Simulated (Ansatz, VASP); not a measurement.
## Two plane-wave programs on AlCoC4N4

```
CELL_PARAMETERS angstrom
5.83066 0.00000 0.00000
0.00000 5.83066 0.00000
0.00000 0.00000 5.83066
ATOMIC_POSITIONS crystal
Al 0.50000 0.50000 0.50000
Co 0.00000 0.00000 0.00000
C 0.18982 0.18982 0.18982
C 0.18982 0.81018 0.81018
C 0.81018 0.18982 0.81018
C 0.81018 0.81018 0.18982
N 0.30567 0.30567 0.30567
N 0.30567 0.69433 0.69433
N 0.69433 0.30567 0.69433
N 0.69433 0.69433 0.30567
```

Alike in both runs: task single point; functional PBE; k mesh 4 × 4 × 4; occupations gaussian, width 0.1 eV; collinear spin.

|  | VASP | Ansatz |
| --- | --- | --- |
| version | VASP 6.6.1 | Ansatz 0.2.0 |
| potentials or method | VASP PAW PBE potentials, release 64 (Al, Co_sv, C, N), cutoff 700 eV | scalar-relativistic, plane waves, PAW |
| valence electrons in the cell | 56 | 56 |

```tsv
	VASP	Ansatz	Ansatz less VASP
gap on the k mesh at the Fermi level (eV)	none	none	-
pressure (GPa)	-3.5	-3.7	-0.21
rms of the force components (eV/Å)	1.265	1.087	-0.1775
net moment per atom (μB)	0.20	0.20	0.000
size of the moment on the site where the two differ most (μB)	1.55	1.46	-0.089
```

Site moments also hang on the region over which each program counts them. Atom by atom the forces differ by 0.186 eV/Å (rms over components). A gap of «none» marks a metal or a gap that the smearing closes. With one functional, cell and mesh, what is left measures potentials, basis and numerics.

Noted on VASP's run: the standard files for N, O and F lose accuracy on very short bonds.
